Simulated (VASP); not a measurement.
# AlCo3 (Pm-3m) in VASP: a series of runs

The runs below take AlCo3 through single point, with PBEsol.

All numbers are computed with VASP 6.6.1; they aren't measurements. Logs are shortened: lines on timing, memory, paths and dates and some standing lists are left out, and cuts for length are marked.

## Step 1: The cell of the first run

Symmetry: Pm-3m, No. 221, cubic system. The conventional cell has a = 3.575 Å, b = 3.575 Å, c = 3.575 Å, α = 90.00°, β = 90.00°, γ = 90.00°. Within 3.3 Å of Al (site symmetry m-3m) lie 12 Co at 2.53 Å. Within 3.3 Å of Co (site symmetry 4/mmm) lie 4 Al at 2.53 Å and 8 Co at 2.53 Å.

## Step 2: Single point, PBEsol, collinear spin, ferromagnetic start

INCAR

```
SYSTEM = AlCo3
PREC = Accurate
ENCUT = 520
EDIFF = 1E-6
ISMEAR = 0
SIGMA = 0.1
LREAL = .FALSE.
LASPH = .TRUE.
NELM = 150
ALGO = Fast
ISIF = 2
LWAVE = .FALSE.
LCHARG = .TRUE.
ISPIN = 2
MAGMOM = 0 4.5 4.5 4.5
LORBIT = 11
LMAXMIX = 4
GGA = PS
LELF = .TRUE.
LVHAR = .TRUE.
NBANDS = 27
```

KPOINTS

```
Automatic mesh
0
G
  12 12 12
  0 0 0
```

POSCAR

```
AlCo3
1.0
    3.5749480000      0.0000000000      0.0000000000
    0.0000000000      3.5749480000      0.0000000000
    0.0000000000      0.0000000000      3.5749480000
Al Co
1 3
Direct
    0.0000000000      0.0000000000      0.0000000000
    0.5000000000      0.5000000000      0.0000000000
    0.5000000000      0.0000000000      0.5000000000
    0.0000000000      0.5000000000      0.5000000000
```

Potentials or basis: VASP PAW PBE potentials, release 64 (Al, Co).

Launch:

```console
$ cat potpaw_PBE.64/Al/POTCAR potpaw_PBE.64/Co/POTCAR > POTCAR
$ mpirun -np 1 vasp_std > vasp.out
```

OUTCAR:

```text
SYSTEM = AlCo3
   PREC = Accurate
   ENCUT = 520
   EDIFF = 1E-6
   ISMEAR = 0
   LREAL = .FALSE.
   LASPH = .TRUE.
   NELM = 150
   ISIF = 2
   ISPIN = 2
   LORBIT = 11
   GGA = PS

 ion  position               nearest neighbor table
   1  0.000  0.000  0.000-   2 2.53   3 2.53   4 2.53   3 2.53   4 2.53   2 2.53   4 2.53   4 2.53
                             2 2.53   3 2.53   3 2.53   2 2.53
   2  0.500  0.500  0.000-   1 2.53   3 2.53   4 2.53   3 2.53   4 2.53   1 2.53   3 2.53   3 2.53
                             1 2.53   4 2.53   4 2.53   1 2.53
   3  0.500  0.000  0.500-   1 2.53   2 2.53   4 2.53   1 2.53   2 2.53   2 2.53   4 2.53   2 2.53
                             1 2.53   4 2.53   1 2.53   4 2.53
   4  0.000  0.500  0.500-   1 2.53   2 2.53   3 2.53   1 2.53   2 2.53   1 2.53   3 2.53   1 2.53
                             2 2.53   3 2.53   2 2.53   3 2.53

  LATTYP: Found a simple cubic cell.
 ALAT       =     3.5749480000

  Lattice vectors:

 A1 = (   3.5749480000,   0.0000000000,   0.0000000000)
 A2 = (   0.0000000000,   3.5749480000,   0.0000000000)
 A3 = (   0.0000000000,   0.0000000000,   3.5749480000)

Analysis of symmetry for initial positions (statically):
=====================================================================
 Subroutine PRICEL returns:
 Original cell was already a primitive cell.

 Routine SETGRP: Setting up the symmetry group for a
 simple cubic supercell.

 Subroutine GETGRP returns: Found 48 space group operations
 (whereof 48 operations were pure point group operations)
 out of a pool of 48 trial point group operations.

The static configuration has the point symmetry O_h .

Analysis of symmetry for dynamics (positions and initial velocities):
=====================================================================
 Subroutine PRICEL returns:
 Original cell was already a primitive cell.

 Routine SETGRP: Setting up the symmetry group for a
 simple cubic supercell.

 Subroutine GETGRP returns: Found 48 space group operations
 (whereof 48 operations were pure point group operations)
 out of a pool of 48 trial point group operations.

The dynamic configuration has the point symmetry O_h .

Analysis of structural, dynamic, and magnetic symmetry:
=====================================================================
 Subroutine PRICEL returns:
 Original cell was already a primitive cell.

 Routine SETGRP: Setting up the symmetry group for a
 simple cubic supercell.

 Subroutine GETGRP returns: Found 48 space group operations
 (whereof 48 operations were pure point group operations)
 out of a pool of 48 trial point group operations.

The overall configuration has the point symmetry O_h .

 Subroutine INISYM returns: Found 48 space group operations
 (whereof 48 operations are pure point group operations),
 and found     1 'primitive' translations

----------------------------------------------------------------------------------------

                                     Primitive cell

  volume of cell :      45.6887

  direct lattice vectors                    reciprocal lattice vectors
     3.574948000  0.000000000  0.000000000     0.279724348  0.000000000  0.000000000
     0.000000000  3.574948000  0.000000000     0.000000000  0.279724348  0.000000000
     0.000000000  0.000000000  3.574948000     0.000000000  0.000000000  0.279724348

  length of vectors
     3.574948000  3.574948000  3.574948000     0.279724348  0.279724348  0.279724348

  position of ions in fractional coordinates (direct lattice)
     0.000000000  0.000000000  0.000000000
     0.500000000  0.500000000  0.000000000
     0.500000000  0.000000000  0.500000000
     0.000000000  0.500000000  0.500000000

  ion indices of the primitive-cell ions
   primitive index   ion index
                 1           1
                 2           2
                 3           3
                 4           4

----------------------------------------------------------------------------------------

 KPOINTS: Automatic mesh

Automatic generation of k-mesh.
 Grid dimensions read from file:
 generate k-points for:   12   12   12

 Generating k-lattice:

[... 21 lines left out ...]
  0.250000  0.000000  0.000000      6.000000
  0.333333  0.000000  0.000000      6.000000
  0.416667  0.000000  0.000000      6.000000
[... 16 lines left out ...]
  0.333333  0.333333  0.000000     12.000000
  0.416667  0.333333  0.000000     24.000000
 [... further k-points ...]
   k-points           NKPTS =     84   k-points in BZ     NKDIM =     84   number of bands    NBANDS=     27
   number of dos      NEDOS =    301   number of ions     NIONS =      4
   total plane-waves  NPLWV =  21952
   dimension x,y,z NGX =    28 NGY =   28 NGZ =   28
   dimension x,y,z NGXF=    56 NGYF=   56 NGZF=   56
   ions per type =               1   3
   NGX,Y,Z   is equivalent  to a cutoff of  13.02, 13.02, 13.02 a.u.
   NGXF,Y,Z  is equivalent  to a cutoff of  26.04, 26.04, 26.04 a.u.
 SYSTEM =  AlCo3
   PREC   = accura    normal or accurate (medium, high low for compatibility)
   ISTART =      0    job   : 0-new  1-cont  2-samecut
   ICHARG =      2    charge: 1-file 2-atom 10-const
   ISPIN  =      2    spin polarized calculation?
   LNONCOLLINEAR =      F non collinear calculations
   LSORBIT =      F    spin-orbit coupling
   LASPH  =      T    aspherical Exc in radial PAW
   ENCUT  =  520.0 eV  38.22 Ry    6.18 a.u.   6.65  6.65  6.65*2*pi/ulx,y,z
   NELM   =    150;   NELMIN=  2; NELMDL= -5     # of ELM steps
   EDIFF  = 0.1E-05   stopping-criterion for ELM
   LREAL  =      F    real-space projection
   EDIFFG = 0.1E-04   stopping-criterion for IOM
   NSW    =      0    number of steps for IOM
   IBRION =     -1    ionic relax: 0-MD 1-quasi-New 2-CG
   NFREE  =      0    steps in history (QN), initial steepest desc. (CG)
   ISIF   =      2    stress and relaxation
   ISYM   =      2    0-nonsym 1-usesym 2-fastsym
   POTIM  = 0.5000    time-step for ionic-motion
   TEBEG  =    0.0;   TEEND  =   0.0 temperature during run
   PSTRESS=    0.0 pullay stress
   NELECT =      30.0000    total number of electrons
   NUPDOWN=      -1.0000    fix difference up-down
   EMIN   =  10.00;   EMAX   =-10.00  energy-range for DOS
   EFERMI =   0.00;   METHOD = LEGACY
   ISMEAR =     0;   SIGMA  =   0.10  broadening in eV -4-tet -1-fermi 0-gaus
   EFERMI_NEDOS =   21; number of points for ismear=-14 and -15
   IALGO  =     68    algorithm
   IMIX   =      4    mixing-type and parameters
     AMIX     =   0.40;   BMIX     =  1.00
     AMIX_MAG =   1.60;   BMIX_MAG =  1.00
  volume/ion in A,a.u.               =      11.42        77.08
  Fermi-wavevector in a.u.,A,eV,Ry     =   1.422915  2.688919 27.547527  2.024686
  Thomas-Fermi vector in A             =   2.543568
   LORBIT       =     11    0 simple, 1 ext, 2 COOP (PROOUT), +10 PAW based schemes
   GGA     = PS    functional components
   LHFCALC =     F    Hartree Fock is set to
   AEXX    =    0.0000 exact exchange contribution
   IVDW    =     0    specifies the selected vdW correction
   LEPSILON=     F    determine dielectric tensor
   LRPA    =     F    only Hartree local field effects (RPA)
 spin polarized calculation
 RMM-DIIS sequential band-by-band and
 Gauss-broadening in eV      SIGMA  =   0.10
  energy-cutoff  :      520.00
  volume of cell :       45.69
 maximum number of plane-waves:      1253
 NGX is ok and might be reduce to    28
   NGX = 13   NGY = 13   NGZ = 13

 number of electron      30.0000000 magnetization      13.5000000

 number of electron      30.0000033 magnetization       3.8538411

 Free energy of the ion-electron system (eV)
  ---------------------------------------------------
  ext. energy  EPLUGINS =         0.00000000
  ---------------------------------------------------
  free energy    TOTEN  =       -27.99360275 eV

  energy without entropy =      -27.96048525  energy(sigma->0) =      -27.97704400

 E-fermi :   9.9047     XC(G=0): -12.8628

 val. band max:        9.9014198655   @ k =   0.5000   0.4167   0.4167
 cond. band min:       9.9056212608   @ k =   0.4167   0.1667   0.1667
 fundamental gap:      0.0042013953
 Fermi energy:         9.9047023841

 spin component 1

 k-point     1 :       0.0000    0.0000    0.0000
  band No.  band energies     occupation
      1      -0.0629      1.00000
      2       4.9135      1.00000
      3       5.8695      1.00000
      4       5.8695      1.00000
      5       6.2145      1.00000
      6       6.2145      1.00000
[... 709 lines left out ...]
     26      22.7977      0.00000
     27      23.1585      0.00000

 [... further k-points ...]

 spin component 2

 k-point     1 :       0.0000    0.0000    0.0000
  band No.  band energies     occupation
      1      -0.0212      1.00000
      2       5.8889      1.00000
      3       6.7416      1.00000
      4       6.7416      1.00000
      5       7.2228      1.00000
      6       7.2228      1.00000
[... 709 lines left out ...]
     26      23.1936      0.00000
     27      23.2237      0.00000

 [... further k-points ...]

------------------------ aborting loop because EDIFF is reached ----------------------------------------

  FORCE on cell =-STRESS in cart. coord.  units (eV):
  Direction    XX          YY          ZZ          XY          YZ          ZX
  --------------------------------------------------------------------------------------
  -------------------------------------------------------------------------------------
  Total       -2.1800563     -2.1800563     -2.1800563      0.0000000      0.0000000     -0.0000000
  in kB      -76.4485239    -76.4485239    -76.4485239      0.0000000      0.0000000     -0.0000000
  external PRESSURE =     -76.4485239 kB  Pullay stress =       0.0000000 kB

 VOLUME and BASIS-vectors are now :
 -----------------------------------------------------------------------------
  energy-cutoff  :      520.00
  volume of cell :       45.69
      direct lattice vectors                 reciprocal lattice vectors
     3.574948000  0.000000000  0.000000000     0.279724348  0.000000000  0.000000000
     0.000000000  3.574948000  0.000000000     0.000000000  0.279724348  0.000000000
     0.000000000  0.000000000  3.574948000     0.000000000  0.000000000  0.279724348

 POSITION                                       TOTAL-FORCE (eV/Angst)
 -----------------------------------------------------------------------------------
      0.00000      0.00000      0.00000         0.000000      0.000000      0.000000
      1.78747      1.78747      0.00000         0.000000      0.000000      0.000000
      1.78747      0.00000      1.78747         0.000000      0.000000      0.000000
      0.00000      1.78747      1.78747         0.000000      0.000000      0.000000
 -----------------------------------------------------------------------------------
    total drift:                                0.000000      0.000000      0.000000

  FREE ENERGIE OF THE ION-ELECTRON SYSTEM (eV)
  ---------------------------------------------------
  free  energy   TOTEN  =       -27.9936027501 eV

  energy  without entropy=      -27.9604852543  energy(sigma->0) =      -27.97704400

 total charge

# of ion       s       p       d       tot
------------------------------------------
    1        0.408   0.413   0.000   0.821
    2        0.472   0.510   7.315   8.297
    3        0.472   0.510   7.315   8.297
    4        0.472   0.510   7.315   8.297
--------------------------------------------------
tot          1.824   1.943  21.945  25.712

 magnetization (x)

# of ion       s       p       d       tot
------------------------------------------
    1       -0.002  -0.037   0.000  -0.039
    2       -0.002  -0.003   1.323   1.318
    3       -0.002  -0.003   1.323   1.318
    4       -0.002  -0.003   1.323   1.318
--------------------------------------------------
tot         -0.008  -0.046   3.969   3.916
```

It took 96 s on 1 thread of AMD EPYC 9R45 (Zen 5), shared host; peak memory 0.25 GiB.

Results:

| Item | Value |
| --- | --- |
| Free energy | -27.9936 eV |
| Pressure | -7.6 GPa |
| Net moment | 3.85 μB per cell |
| Site moments | Al -0.04; Co +1.32 μB |
| Valence electrons inside the program's atomic spheres | Al 0.82; Co 8.30 |

Levels at points of the mesh, in eV from the Fermi level:
Spin up:
| k point | band 14 | band 15 | band 16 | band 17 | band 18 | band 19 | band 20 | band 21 |
| --- | --- | --- | --- | --- | --- | --- | --- | --- |
| (0.00, 0.00, 0.00) | -0.19 | -0.19 | -0.19 | 0.80 | 0.80 | 0.80 | 6.68 | 6.68 |
| (0.50, 0.00, 0.00) | -1.45 | -1.37 | -0.94 | -0.19 | 5.50 | 5.50 | 5.57 | 5.57 |
| (0.50, 0.50, 0.00) | -1.57 | -1.18 | -1.18 | -0.72 | 0.77 | 0.77 | 8.13 | 8.16 |
| (0.50, 0.50, 0.50) | -1.29 | -1.29 | -0.40 | -0.40 | -0.40 | -0.33 | 3.40 | 4.19 |
Spin down:
```csv
k point,band 9,band 10,band 11,band 12,band 13,band 14,band 15,band 16,band 17,band 18
"(0.00, 0.00, 0.00)",-0.42,-0.42,0.59,0.59,0.82,0.82,0.82,1.01,1.18,1.18
"(0.50, 0.00, 0.00)",-1.31,-0.94,-0.80,-0.22,-0.22,-0.22,0.03,0.66,1.19,5.89
"(0.50, 0.50, 0.00)",-1.19,-1.19,-0.38,-0.37,-0.31,-0.31,0.09,0.11,0.24,1.99
"(0.50, 0.50, 0.50)",-1.17,-1.17,-0.33,-0.33,-0.33,-0.20,-0.05,-0.05,0.99,0.99
```

Caveat: the cell stands under tension; the PAW data sets were made with another functional, which shifts forces and pressure a little.

## Step 3: Single point, PBEsol, collinear spin, ferromagnetic start

INCAR

```
SYSTEM = AlCo3
PREC = Accurate ; ENCUT = 520
EDIFF = 1E-7 ; ISMEAR = 0
SIGMA = 0.1 ; LREAL = .FALSE.
LASPH = .TRUE. ; NELM = 150
ALGO = Normal ; ISIF = 2
LWAVE = .FALSE. ; LCHARG = .FALSE.
ISPIN = 2 ; MAGMOM = 0 0.5 0.5 0.5
LORBIT = 11 ; LMAXMIX = 4
GGA = PS ; NBANDS = 27
```

KPOINTS is that of step 2.

POSCAR is that of step 2.

Potentials or basis: VASP PAW PBE potentials, release 64 (Al, Co).

Launch:

```console
$ cat potpaw_PBE.64/Al/POTCAR potpaw_PBE.64/Co/POTCAR > POTCAR
$ mpirun -np 1 vasp_std > vasp.out
```

Run time: 3.4 min. Hardware: 1 thread of AMD EPYC 9R45 (Zen 5), shared host; peak memory 0.25 GiB.

The run converged. Its results:

* Free energy: -27.7948 eV
* Pressure: -13.9 GPa
* Band gap on the k mesh: zero (filled and empty bands overlap)
* Net moment: 0.00 μB per cell
* Valence electrons inside the program's atomic spheres: Al 0.81; Co 8.31

Levels at points of the mesh, in eV from the Fermi level:
Spin up:
| k point | band 12 | band 13 | band 14 | band 15 | band 16 | band 17 | band 18 | band 19 |
| --- | --- | --- | --- | --- | --- | --- | --- | --- |
| (0.00, 0.00, 0.00) | 0.06 | 0.51 | 0.73 | 0.73 | 0.73 | 1.05 | 1.05 | 1.05 |
| (0.50, 0.00, 0.00) | -0.67 | -0.59 | -0.59 | -0.41 | 0.14 | 0.73 | 5.92 | 5.92 |
| (0.50, 0.50, 0.00) | -0.77 | -0.77 | -0.70 | -0.30 | -0.29 | 0.00 | 1.61 | 1.61 |
| (0.50, 0.50, 0.50) | -0.79 | -0.79 | -0.42 | -0.42 | 0.01 | 0.53 | 0.53 | 0.53 |
Spin down:
| k point | band 13 | band 14 | band 15 | band 16 | band 17 | band 18 |
| --- | --- | --- | --- | --- | --- | --- |
| (0.00, 0.00, 0.00) | 0.51 | 0.73 | 0.73 | 0.73 | 1.05 | 1.05 |
| (0.50, 0.00, 0.00) | -0.59 | -0.59 | -0.41 | 0.14 | 0.73 | 5.92 |
| (0.50, 0.50, 0.00) | -0.77 | -0.70 | -0.30 | -0.29 | 0.00 | 1.61 |
| (0.50, 0.50, 0.50) | -0.79 | -0.42 | -0.42 | 0.00 | 0.53 | 0.53 |

Caveat: the cell stands under tension; the PAW data sets were made with another functional, which shifts forces and pressure a little.

## Step 4: Single point, PBEsol, collinear spin, ferromagnetic start

This run uses another cell than the first one, of 77.08 Å³/atom.

INCAR

```
SYSTEM = AlCo3
ALGO     = Normal         ! electronic algorithm
EDIFF    = 1E-6           ! SCF threshold, eV
ENCUT    = 520            ! plane-wave cutoff, eV
GGA      = PS             ! functional
ISIF     = 2              ! what is computed and relaxed
ISMEAR   = 0              ! smearing method
ISPIN    = 2              ! spin polarisation
LASPH    = .True.         ! aspherical terms in the spheres
LCHARG   = .False.        ! write CHGCAR
LMAXMIX  = 4              ! l up to which the mixer works
LORBIT   = 11             ! projections on sites
LREAL    = .False.        ! projectors in reciprocal space
LWAVE    = .False.        ! write WAVECAR
MAGMOM   = 0 1.48 1.48 1.48 ! initial moments
NBANDS   = 27             ! bands
NELM     = 150            ! most SCF steps
PREC     = Accurate       ! precision mode
SIGMA    = 0.1            ! smearing width, eV
```

KPOINTS

```
k-points
0
Gamma
  4 4 4
  0 0 0
```

POSCAR

```
AlCo3
1.0
    6.7556753222      0.0000000000      0.0000000000
    0.0000000000      6.7556753222      0.0000000000
    0.0000000000      0.0000000000      6.7556753222
Al Co
1 3
Direct
    0.0000000000      0.0000000000      0.0000000000
    0.5000000000      0.5000000000      0.0000000000
    0.5000000000      0.0000000000      0.5000000000
    0.0000000000      0.5000000000      0.5000000000
```

Launch:

```console
$ cat potpaw_PBE.64/Al/POTCAR potpaw_PBE.64/Co/POTCAR > POTCAR
$ mpirun -np 1 vasp_std > vasp.out
```

Wall time 2.5 min (1 thread of AMD EPYC 9R45 (Zen 5), shared host); peak memory 0.48 GiB.

Results (log left out):

| Property | Result |
| --- | --- |
| Free energy | -8.3319 eV |
| Pressure | -2.3 GPa |
| Band gap on the k mesh | zero (filled and empty bands overlap) |
| Net moment | 8.00 μB per cell |
| Site moments | Al -0.03; Co +2.48 μB |
| Valence electrons inside the program's atomic spheres | Al 0.71; Co 7.56 |

Levels at points of the mesh, in eV from the Fermi level:
Spin up:
| k point | band 16 | band 17 | band 18 | band 19 | band 20 | band 21 | band 22 | band 23 |
| --- | --- | --- | --- | --- | --- | --- | --- | --- |
| (0.00, 0.00, 0.00) | -2.01 | -1.72 | -0.26 | -0.26 | 0.67 | 0.67 | 0.67 | 2.93 |
| (0.50, 0.00, 0.00) | -2.01 | -1.76 | -0.94 | -0.17 | 0.93 | 0.93 | 1.44 | 2.46 |
| (0.50, 0.50, 0.00) | -2.00 | -1.17 | -1.17 | -1.05 | 1.11 | 1.18 | 1.18 | 1.95 |
| (0.50, 0.50, 0.50) | -2.00 | -0.85 | -0.85 | -0.85 | 0.25 | 0.25 | 0.25 | 1.36 |
Spin down:
```
           k point  band 7  band 8  band 9  band 10  band 11  band 12  band 13  band 14
(0.00, 0.00, 0.00)   -0.55   -0.55   -0.07    -0.07     0.02     0.02     0.02     0.12
(0.50, 0.00, 0.00)   -0.58   -0.55   -0.26     0.02     0.03     0.03     0.07     0.07
(0.50, 0.50, 0.00)   -0.59   -0.54   -0.52    -0.38     0.03     0.03     0.05     0.06
(0.50, 0.50, 0.50)   -0.52   -0.34   -0.34    -0.34     0.04     0.04     0.04     0.15
```

Caveat: the PAW data sets were made with another functional, which shifts forces and pressure a little.

The gap in the log of VASP goes by the Fermi energy; the results here count the filled bands.